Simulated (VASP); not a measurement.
Crystal: Dy3Re.

```xyz
4
Lattice="4.4742 0.0000 0.0000 0.0000 4.4742 0.0000 0.0000 0.0000 4.4742" Properties=species:S:1:pos:R:3 pbc="T T T"
Dy    0.0000    2.2371    2.2371
Dy    2.2371    2.2371    0.0000
Dy    2.2371    0.0000    2.2371
Re    0.0000    0.0000    0.0000
```

The cell was built from a structure type or drawn by symmetry, and may not be a known phase.

| Item | Value |
| --- | --- |
| Program | VASP 6.6.1 |
| Task | relaxation of cell and atoms |
| Functional | PBE |
| Potentials or basis | VASP PAW PBE potentials, release 64 (Dy_3, Re), 4f in core |
| Cutoff | 600 eV |
| k mesh | 4 × 4 × 4 |
| Occupations | gaussian, width 0.1 eV |
| Spin | no spin polarisation |

At the start: pressure 7.9 GPa; volume 22.39 Å³/atom.

Problem. How do energy, volume and symmetry change on relaxing?

Solution. Over 3 steps the energy falls by 46.8 meV/atom and the volume is 24.45 Å³/atom (+9.2 %); space group Pm-3m (No. 221, to 0.1 Å) before and after.

The path:
| step | energy change (eV) | largest force (eV/Å) | pressure (GPa) | volume (Å³) |
| --- | --- | --- | --- | --- |
| 1 | 0.0000 | 0.0000 | 7.87 | 89.57 |
| 2 | -0.0870 | 0.0000 | -4.42 | 104.59 |
| 3 | -0.1873 | 0.0000 | -0.04 | 97.81 |

Final structure:
```
CELL_PARAMETERS angstrom
4.60740 0.00000 0.00000
0.00000 4.60740 0.00000
0.00000 0.00000 4.60740
ATOMIC_POSITIONS crystal
Dy 0.00000 0.50000 0.50000
Dy 0.50000 0.50000 0.00000
Dy 0.50000 0.00000 0.50000
Re 0.00000 0.00000 0.00000
```
